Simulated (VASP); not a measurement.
# Rh (Fd-3m) in VASP: further runs

Runs on Rh. Level: PBE. Tasks: single point.

Everything below comes from runs of VASP 6.6.1. Logs are shortened: lines on timing, memory, paths and dates and some standing lists are left out, and cuts for length are marked.

### Step 1. The cell of the first run

It takes space group Fd-3m (No. 227, cubic). The conventional cell has a = 4.847 Å, b = 4.847 Å, c = 4.847 Å, α = 90.00°, β = 90.00°, γ = 90.00°. Within 2.8 Å of Rh (site symmetry -43m) lie 4 Rh at 2.10 Å.

### Step 2. Single point, PBE (volume scaled by 0.68)

Input file INCAR:

```
SYSTEM = Rh
ALGO = Normal
EDIFF = 1E-6
ENCUT = 500
GGA = PE
GGA_COMPAT = .FALSE.
ISIF = 2
ISMEAR = -1
LASPH = .TRUE.
LCHARG = .FALSE.
LREAL = .FALSE.
LWAVE = .FALSE.
NBANDS = 22
NELM = 120
PREC = Accurate
SIGMA = 0.05
```

Input file KPOINTS:

```
k-points
0
G
  13 13 13
  0 0 0
```

Input file POSCAR:

```
Rh
1.0
    0.0000000000      2.4237472310      2.4237472310
    2.4237472310      0.0000000000      2.4237472310
    2.4237472310      2.4237472310      0.0000000000
Rh
2
Direct
   -0.1250000000     -0.1250000000     -0.1250000000
    0.1250000000      0.1250000000      0.1250000000
```

Potentials or basis: VASP PAW PBE potentials, release 64 (Rh_pv).

The run is started by

```bash
cat potpaw_PBE.64/Rh_pv/POTCAR > POTCAR
mpirun -np 1 vasp_std > vasp.out
```

OUTCAR:

```text
SYSTEM = Rh
   EDIFF = 1E-6
   ENCUT = 500
   GGA = PE
   ISIF = 2
   ISMEAR = -1
   LASPH = .TRUE.
   LREAL = .FALSE.
   NELM = 120
   PREC = Accurate

 ion  position               nearest neighbor table
   1  0.875  0.875  0.875-   2 2.10   2 2.10   2 2.10   2 2.10
   2  0.125  0.125  0.125-   1 2.10   1 2.10   1 2.10   1 2.10

  LATTYP: Found a face centered cubic cell.
 ALAT       =     4.8474944620

  Lattice vectors:

 A1 = (   0.0000000000,   2.4237472310,   2.4237472310)
 A2 = (   2.4237472310,   0.0000000000,   2.4237472310)
 A3 = (   2.4237472310,   2.4237472310,   0.0000000000)

Analysis of symmetry for initial positions (statically):
=====================================================================
 Subroutine PRICEL returns:
 Original cell was already a primitive cell.

 Routine SETGRP: Setting up the symmetry group for a
 face centered cubic supercell.

 Subroutine GETGRP returns: Found 48 space group operations
 (whereof 12 operations were pure point group operations)
 out of a pool of 48 trial point group operations.

The static configuration has the point symmetry D_3d.
 The point group associated with its full space group is O_h .

Analysis of symmetry for dynamics (positions and initial velocities):
=====================================================================
 Subroutine PRICEL returns:
 Original cell was already a primitive cell.

 Routine SETGRP: Setting up the symmetry group for a
 face centered cubic supercell.

 Subroutine GETGRP returns: Found 48 space group operations
 (whereof 12 operations were pure point group operations)
 out of a pool of 48 trial point group operations.

The dynamic configuration has the point symmetry D_3d.
 The point group associated with its full space group is O_h .

 Subroutine INISYM returns: Found 48 space group operations
 (whereof 12 operations are pure point group operations),
 and found     1 'primitive' translations

----------------------------------------------------------------------------------------

                                     Primitive cell

  volume of cell :      28.4769

  direct lattice vectors                    reciprocal lattice vectors
     0.000000000  2.423747231  2.423747231    -0.206292139  0.206292139  0.206292139
     2.423747231  0.000000000  2.423747231     0.206292139 -0.206292139  0.206292139
     2.423747231  2.423747231  0.000000000     0.206292139  0.206292139 -0.206292139

  length of vectors
     3.427696206  3.427696206  3.427696206     0.357308465  0.357308465  0.357308465

  position of ions in fractional coordinates (direct lattice)
     0.875000000  0.875000000  0.875000000
     0.125000000  0.125000000  0.125000000

  ion indices of the primitive-cell ions
   primitive index   ion index
                 1           1
                 2           2

----------------------------------------------------------------------------------------

 KPOINTS: k-points

Automatic generation of k-mesh.
 Grid dimensions read from file:
 generate k-points for:   13   13   13

 Generating k-lattice:

  Cartesian coordinates                     Fractional coordinates (reciprocal lattice)
    -0.015868626  0.015868626  0.015868626     0.076923077  0.000000000  0.000000000
     0.015868626 -0.015868626  0.015868626     0.000000000  0.076923077  0.000000000
     0.015868626  0.015868626 -0.015868626     0.000000000  0.000000000  0.076923077

  Length of vectors
     0.027485267  0.027485267  0.027485267

  Shift w.r.t. Gamma in fractional coordinates (k-lattice)
     0.000000000  0.000000000  0.000000000

 Subroutine IBZKPT returns following result:
 ===========================================

 Found     84 irreducible k-points:

 Following reciprocal coordinates:
            Coordinates               Weight
  0.000000  0.000000  0.000000      1.000000
  0.076923  0.000000  0.000000      8.000000
  0.153846  0.000000  0.000000      8.000000
  0.230769  0.000000  0.000000      8.000000
  0.307692  0.000000  0.000000      8.000000
  0.384615  0.000000  0.000000      8.000000
[... 16 lines left out ...]
  0.384615  0.153846  0.000000     24.000000
  0.461538  0.153846  0.000000     24.000000
 [... further k-points ...]
   k-points           NKPTS =     84   k-points in BZ     NKDIM =     84   number of bands    NBANDS=     22
   number of dos      NEDOS =    301   number of ions     NIONS =      2
   total plane-waves  NPLWV =  21952
   dimension x,y,z NGX =    28 NGY =   28 NGZ =   28
   dimension x,y,z NGXF=    56 NGYF=   56 NGZF=   56
   ions per type =               2
   NGX,Y,Z   is equivalent  to a cutoff of  13.58, 13.58, 13.58 a.u.
   NGXF,Y,Z  is equivalent  to a cutoff of  27.16, 27.16, 27.16 a.u.
 SYSTEM =  Rh
   PREC   = accura    normal or accurate (medium, high low for compatibility)
   ISTART =      0    job   : 0-new  1-cont  2-samecut
   ICHARG =      2    charge: 1-file 2-atom 10-const
   ISPIN  =      1    spin polarized calculation?
   LNONCOLLINEAR =      F non collinear calculations
   LSORBIT =      F    spin-orbit coupling
   LASPH  =      T    aspherical Exc in radial PAW
   ENCUT  =  500.0 eV  36.75 Ry    6.06 a.u.   6.25  6.25  6.25*2*pi/ulx,y,z
   NELM   =    120;   NELMIN=  2; NELMDL= -5     # of ELM steps
   EDIFF  = 0.1E-05   stopping-criterion for ELM
   LREAL  =      F    real-space projection
   EDIFFG = 0.1E-04   stopping-criterion for IOM
   NSW    =      0    number of steps for IOM
   IBRION =     -1    ionic relax: 0-MD 1-quasi-New 2-CG
   NFREE  =      0    steps in history (QN), initial steepest desc. (CG)
   ISIF   =      2    stress and relaxation
   ISYM   =      2    0-nonsym 1-usesym 2-fastsym
   POTIM  = 0.5000    time-step for ionic-motion
   TEBEG  =    0.0;   TEEND  =   0.0 temperature during run
   PSTRESS=    0.0 pullay stress
   NELECT =      30.0000    total number of electrons
   NUPDOWN=      -1.0000    fix difference up-down
   EMIN   =  10.00;   EMAX   =-10.00  energy-range for DOS
   EFERMI =   0.00;   METHOD = LEGACY
   ISMEAR =    -1;   SIGMA  =   0.05  broadening in eV -4-tet -1-fermi 0-gaus
   EFERMI_NEDOS =   21; number of points for ismear=-14 and -15
   IALGO  =     38    algorithm
   IMIX   =      4    mixing-type and parameters
     AMIX     =   0.40;   BMIX     =  1.00
     AMIX_MAG =   1.60;   BMIX_MAG =  1.00
  volume/ion in A,a.u.               =      14.24        96.09
  Fermi-wavevector in a.u.,A,eV,Ry     =   1.665781  3.147870 37.753808  2.774827
  Thomas-Fermi vector in A             =   2.752091
   LORBIT       =      0    0 simple, 1 ext, 2 COOP (PROOUT), +10 PAW based schemes
   GGA     = PE    functional components
   LHFCALC =     F    Hartree Fock is set to
   AEXX    =    0.0000 exact exchange contribution
   IVDW    =     0    specifies the selected vdW correction
   LEPSILON=     F    determine dielectric tensor
   LRPA    =     F    only Hartree local field effects (RPA)
 non-spin polarized calculation
  energy-cutoff  :      500.00
  volume of cell :       28.48
 maximum number of plane-waves:       739
 NGX is ok and might be reduce to    28
   NGX = 13   NGY = 13   NGZ = 13

 number of electron      30.0000007 magnetization

 Free energy of the ion-electron system (eV)
  ---------------------------------------------------
  ext. energy  EPLUGINS =         0.00000000
  ---------------------------------------------------
  free energy    TOTEN  =        -8.53202546 eV

  energy without entropy =       -8.51719204  energy(sigma->0) =       -8.52460875

 E-fermi :  12.3138     XC(G=0): -13.4077

 val. band max:       12.2844771712   @ k =  -0.3077   0.2308   0.0769
 cond. band min:      12.3351891763   @ k =   0.4615   0.3846   0.0769
 fundamental gap:      0.0507120051
 Fermi energy:        12.3137726667

 k-point     1 :       0.0000    0.0000    0.0000
  band No.  band energies     occupation
      1     -36.7489      2.00000
      2     -36.7489      2.00000
      3     -36.7489      2.00000
      4     -35.0172      2.00000
      5     -35.0172      2.00000
      6     -35.0172      2.00000
[... 14 lines left out ...]
     21      26.1666      0.00000
     22      28.1964      0.00000

 k-point     2 :       0.0769    0.0000    0.0000
  band No.  band energies     occupation
      1     -36.7618      2.00000
      2     -36.7618      2.00000
      3     -36.7480      2.00000
      4     -35.0178      2.00000
      5     -35.0029      2.00000
      6     -35.0029      2.00000
[... 14 lines left out ...]
     21      27.1724      0.00000
     22      27.9339      0.00000

 k-point     3 :       0.1538    0.0000    0.0000
  band No.  band energies     occupation
      1     -36.7965      2.00000
      2     -36.7965      2.00000
      3     -36.7459      2.00000
      4     -35.0189      2.00000
      5     -34.9643      2.00000
      6     -34.9643      2.00000
[... 14 lines left out ...]
     21      26.2282      0.00000
     22      28.9414      0.00000

 k-point     4 :       0.2308    0.0000    0.0000
  band No.  band energies     occupation
      1     -36.8431      2.00000
      2     -36.8431      2.00000
      3     -36.7439      2.00000
      4     -35.0191      2.00000
      5     -34.9122      2.00000
      6     -34.9122      2.00000
[... 14 lines left out ...]
     21      26.1404      0.00000
     22      28.3640      0.00000

 k-point     5 :       0.3077    0.0000    0.0000
  band No.  band energies     occupation
      1     -36.8899      2.00000
      2     -36.8899      2.00000
      3     -36.7432      2.00000
      4     -35.0177      2.00000
      5     -34.8595      2.00000
      6     -34.8595      2.00000
[... 14 lines left out ...]
     21      25.7939      0.00000
     22      28.2152      0.00000

 k-point     6 :       0.3846    0.0000    0.0000
  band No.  band energies     occupation
      1     -36.9269      2.00000
      2     -36.9269      2.00000
      3     -36.7436      2.00000
      4     -35.0152      2.00000
      5     -34.8176      2.00000
      6     -34.8176      2.00000
[... 14 lines left out ...]
     21      25.3687      0.00000
     22      28.3407      0.00000

 k-point     7 :       0.4615    0.0000    0.0000
  band No.  band energies     occupation
      1     -36.9472      2.00000
      2     -36.9472      2.00000
      3     -36.7443      2.00000
      4     -35.0133      2.00000
      5     -34.7946      2.00000
      6     -34.7946      2.00000
[... 324 lines left out ...]
      6     -34.9033      2.00000
[... 14 lines left out ...]
     21      27.7075      0.00000
     22      28.5311      0.00000

 k-point    21 :       0.2308    0.1538    0.0000
  band No.  band energies     occupation
      1     -36.9012      2.00000
      2     -36.8994      2.00000
      3     -36.6060      2.00000
      4     -35.1668      2.00000
      5     -34.8501      2.00000
      6     -34.8491      2.00000
[... 14 lines left out ...]
     21      27.2224      0.00000
     22      27.5023      0.00000

 k-point    22 :       0.3077    0.1538    0.0000
  band No.  band energies     occupation
      1     -36.9587      2.00000
      2     -36.9452      2.00000
      3     -36.5675      2.00000
      4     -35.2023      2.00000
      5     -34.7983      2.00000
      6     -34.7884      2.00000
[... 14 lines left out ...]
     21      26.0415      0.00000
     22      27.7510      0.00000

 k-point    23 :       0.3846    0.1538    0.0000
  band No.  band energies     occupation
      1     -37.0164      2.00000
      2     -36.9797      2.00000
      3     -36.5359      2.00000
      4     -35.2285      2.00000
      5     -34.7589      2.00000
      6     -34.7287      2.00000
[... 14 lines left out ...]
     21      25.0709      0.00000
     22      28.4144      0.00000

 k-point    24 :       0.4615    0.1538    0.0000
  band No.  band energies     occupation
      1     -37.0636      2.00000
      2     -36.9964      2.00000
      3     -36.5163      2.00000
      4     -35.2424      2.00000
      5     -34.7396      2.00000
      6     -34.6805      2.00000
[... 14 lines left out ...]
     21      24.4886      0.00000
     22      29.1884      0.00000

 [... further k-points ...]
[... 5 lines left out ...]
  --------------------------------------------------------------------------------------
  -------------------------------------------------------------------------------------
  Total       23.3976169     23.3976169     23.3976169     -0.0000000      0.0000000      0.0000000
  in kB     1316.4071593   1316.4071593   1316.4071593     -0.0000000      0.0000000      0.0000000
  external PRESSURE =    1316.4071593 kB  Pullay stress =       0.0000000 kB

 VOLUME and BASIS-vectors are now :
 -----------------------------------------------------------------------------
  energy-cutoff  :      500.00
  volume of cell :       28.48
      direct lattice vectors                 reciprocal lattice vectors
     0.000000000  2.423747231  2.423747231    -0.206292139  0.206292139  0.206292139
     2.423747231  0.000000000  2.423747231     0.206292139 -0.206292139  0.206292139
     2.423747231  2.423747231  0.000000000     0.206292139  0.206292139 -0.206292139

 POSITION                                       TOTAL-FORCE (eV/Angst)
 -----------------------------------------------------------------------------------
      4.24156      4.24156      4.24156        -0.000000      0.000000     -0.000000
      0.60594      0.60594      0.60594         0.000000     -0.000000      0.000000
 -----------------------------------------------------------------------------------
    total drift:                                0.000000     -0.000000     -0.000000

  FREE ENERGIE OF THE ION-ELECTRON SYSTEM (eV)
  ---------------------------------------------------
  free  energy   TOTEN  =        -8.5320254640 eV

  energy  without entropy=       -8.5171920404  energy(sigma->0) =       -8.52460875
```

It took 31 s on 1 thread of AMD EPYC 9R45 (Zen 5), shared host; peak memory 0.15 GiB.

What came out:

- Free energy: -8.5320 eV
- Pressure: 131.6 GPa
- Band gap on the k mesh: zero (band 15 reaches 13.48 eV, above the bottom of band 16 at 11.48 eV)

Levels at points of the mesh, in eV from the Fermi level:
```tsv
k point	band 12	band 13	band 14	band 15	band 16	band 17	band 18	band 19
(0.00, 0.00, 0.00)	-6.02	-2.23	-2.23	-2.23	0.97	0.97	13.41	13.85
```

### Step 3. Single point, PBE (volume scaled by 0.78)

Input file INCAR:

```
SYSTEM = Rh
PREC     = Accurate       ! precision mode
ENCUT    = 500            ! plane-wave cutoff, eV
EDIFF    = 1E-6           ! SCF threshold, eV
ISMEAR   = -1             ! smearing method
SIGMA    = 0.05           ! smearing width, eV
LREAL    = .FALSE.        ! projectors in reciprocal space
LASPH    = .TRUE.         ! aspherical terms in the spheres
NELM     = 120            ! most SCF steps
ALGO     = Normal         ! electronic algorithm
ISIF     = 2              ! what is computed and relaxed
LWAVE    = .FALSE.        ! write WAVECAR
LCHARG   = .FALSE.        ! write CHGCAR
GGA      = PE             ! functional
NBANDS   = 22             ! bands
GGA_COMPAT= .FALSE.
```

Input file KPOINTS:

```
regular mesh
0
G
  13 13 13
  0 0 0
```

Input file POSCAR:

```
Rh
1.0
    0.0000000000      2.5371679846      2.5371679846
    2.5371679846      0.0000000000      2.5371679846
    2.5371679846      2.5371679846      0.0000000000
Rh
2
Direct
   -0.1250000000     -0.1250000000     -0.1250000000
    0.1250000000      0.1250000000      0.1250000000
```

Potentials or basis: VASP PAW PBE potentials, release 64 (Rh_pv).

The run is started by

```bash
cat potpaw_PBE.64/Rh_pv/POTCAR > POTCAR
mpirun -np 1 vasp_std > vasp.out
```

Wall time 31 s (1 thread of AMD EPYC 9R45 (Zen 5), shared host); peak memory 0.15 GiB.

The run converged. Its results:

```yaml
Free_energy: -10.9435 eV
Pressure: 60.5 GPa
Band_gap_on_the_k_mesh: zero (band 15 reaches 10.86 eV, above the bottom of band 16 at 9.21 eV)
```

Levels at points of the mesh, in eV from the Fermi level:
| k point | band 13 | band 14 | band 15 | band 16 | band 17 | band 18 |
| --- | --- | --- | --- | --- | --- | --- |
| (0.00, 0.00, 0.00) | -1.95 | -1.95 | -1.95 | 0.68 | 0.68 | 13.19 |

(Part 1 of 2 ends here.)
